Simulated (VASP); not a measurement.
Set up this calculation in VASP 6.6.1, as the native input.

* Task: single point
* Functional: LDA
* Potentials or basis: VASP PAW LDA potentials, release 64 (Sr_sv, O)
* Cutoff: 520 eV
* k mesh: 8 × 8 × 8
* Occupations: gaussian, width 0.01 eV
* Spin: no spin polarisation
* Dipole correction: no
* Further INCAR settings: ALGO = Normal; EDIFF = 1e-06; NBANDS = 15

The structure of SrO lies in POSCAR:

```
SrO
1.0
    0.0000000000      2.5798923523      2.5798923523
    2.5798923523      0.0000000000      2.5798923523
    2.5798923523      2.5798923523      0.0000000000
Sr O
1 1
Direct
    0.0000000000      0.0000000000      0.0000000000
    0.5000000000      0.5000000000      0.5000000000
```

The input as run:

INCAR

```
PREC = Accurate
ENCUT = 520
EDIFF = 1E-6
ISMEAR = 0
SIGMA = 0.01
LREAL = False
LASPH = True
NELM = 100
ALGO = Normal
ISIF = 2
LWAVE = False
LCHARG = False
NBANDS = 15
```

KPOINTS

```
Automatic mesh
0
Gamma
  8 8 8
```

Potentials or basis: VASP PAW LDA potentials, release 64 (Sr_sv, O).

The run is started by

```sh
$ cat potpaw_LDA.64/Sr_sv/POTCAR potpaw_LDA.64/O/POTCAR > POTCAR
$ mpirun -np 1 vasp_std > vasp.out
```

Results of the run:

- Pressure: -4.5 GPa
- Band gap on the k mesh: 3.11 eV, indirect (least direct gap 3.20 eV)

Run time: 9.9 s on 1 thread of Intel Xeon 6975P-C, with other jobs on the host, peak memory 0.15 GiB.
